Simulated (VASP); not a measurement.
Nb, 1 atom in the cell. The structure is tetragonal, space group I4/mmm (No. 139). The conventional cell has a = 2.991 Å, b = 2.991 Å, c = 4.441 Å, α = 90.00°, β = 90.00°, γ = 90.00°. Within 3.9 Å of Nb (site symmetry 4/mmm) lie 12 Nb at 2.99 to 3.07 Å.  This cell differs from its parent crystal: strain +0.0500 x Voigt [1, 0, 0, 0, 0, 0].

| Item | Value |
| --- | --- |
| Program | VASP 6.6.1 |
| Task | single point |
| Functional | r2SCAN |
| Potentials or basis | VASP PAW PBE potentials, release 64 (Nb_sv) |
| Cutoff | 520 eV |
| k mesh | 20 × 20 × 20 |
| Occupations | gaussian, width 0.15 eV |
| Spin | no spin polarisation |
| Dipole correction | no |
| Further INCAR settings | ALGO = Normal; EDIFF = 1e-06; NBANDS = 12 |

Potentials or basis: VASP PAW PBE potentials, release 64 (Nb_sv).

Launch:

```bash
$ cat potpaw_PBE.64/Nb_sv/POTCAR > POTCAR
$ cp INCAR.step1 INCAR
$ mpirun -np 1 vasp_std > vasp.out
$ cp INCAR.step2 INCAR
$ mpirun -np 1 vasp_std > vasp.out
```

Hardware: 1 thread of Intel Xeon 8259CL, with other jobs on the host.

Q: How long does it take, and how much memory?

A: Wall time 9.7 min on 1 thread of Intel Xeon 8259CL, with other jobs on the host, peak memory 0.27 GiB. Counts: k points 641.
